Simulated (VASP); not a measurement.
Runs of VASP 6.6.1 on P. The structure is that of space group Pm-3m (No. 221), or close to it. The cells are those of the table. 

```tsv
task	cell	k mesh	cutoff (eV)	smearing	gap on the mesh (eV)	pressure (GPa)	relaxed volume (Å³/atom)	largest force (eV/Å)
relaxation of cell and atoms	relaxed from a = 3.750, b = 7.677, c = 2.644 Å, 4 atoms	4 × 2 × 6	600	gaussian 0.1 eV	none	-0.1	14.81	0.03
single point	a = 4.866, b = 4.866, c = 2.472 Å, 4 atoms	10 × 10 × 18	520	gaussian 0.1 eV	none	-0.3	-	-
single point	a = 3.541, b = 7.093, c = 2.361 Å, 4 atoms	4 × 2 × 6	520	gaussian 0.1 eV	none	-0.2	-	-
single point	a = 3.750, b = 7.677, c = 2.644 Å, 4 atoms	4 × 2 × 6	520	gaussian 0.1 eV	none	-15.0	-	0.04
relaxation of cell and atoms	relaxed from a = 4.885, b = 4.885, c = 2.462 Å, 4 atoms	10 × 10 × 18	600	gaussian 0.1 eV	none	0.0	(b)	0.01
single point	a = 2.445, b = 4.890, c = 4.890 Å, 4 atoms	8 × 4 × 4	520	gaussian 0.2 eV	none	-0.3	-	-
single point	a = 2.462, b = 4.884, c = 4.885 Å, 4 atoms	8 × 4 × 4	520	gaussian 0.2 eV	none	-0.2	-	(a)
```

Alike in all rows: level PBE; potentials or basis VASP PAW PBE potentials, release 64 (P); no spin polarisation.

**Question.** Fill in the values left out.

**Answer.** (a) 0.02; (b) 14.61.

Caveats: some runs use coarse meshes; the volume moved by over 15 % at a fixed basis, so the end points are rough (some runs).

A gap of «none» marks levels without a gap at the run's occupations.
